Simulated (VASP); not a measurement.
Runs of VASP 6.6.1 on SiP. The cell holds an amorphous packing of atoms, 16 atoms: a = 6.224 Å, b = 5.917 Å, c = 5.856 Å, α = 92.24°, β = 91.36°, γ = 90.19°. 

| task | level | k mesh | smearing | gap on the mesh (eV) | pressure (GPa) | largest force (eV/Å) |
| --- | --- | --- | --- | --- | --- | --- |
| single point | PBE | 4 × 4 × 4 | fermi-dirac 0.1146 eV | none | (a) | 2.18 |
| single point | PBE+D3(BJ) | 4 × 4 × 4 | fermi-dirac 0.1146 eV | none | 18.3 | 2.17 |
| single point | PBE | 1 × 1 × 1, shifted | fermi-dirac 0.05 eV | 1.05 | 18.8 | 1.39 |
| single point | PBE | 4 × 4 × 4 | fermi-dirac 0.1594 eV | none | 26.2 | (b) |

Alike in all rows: potentials or basis VASP PAW PBE potentials, release 64 (Si, P); no spin polarisation; cell as given; cutoff (eV) 520.

Question: Fill in the values left out.

Answer: (a) 24.3; (b) 2.25.

Caveats: some runs use coarse meshes.

A k mesh can miss the band edges.

A gap of «none» marks levels without a gap at the run's occupations.
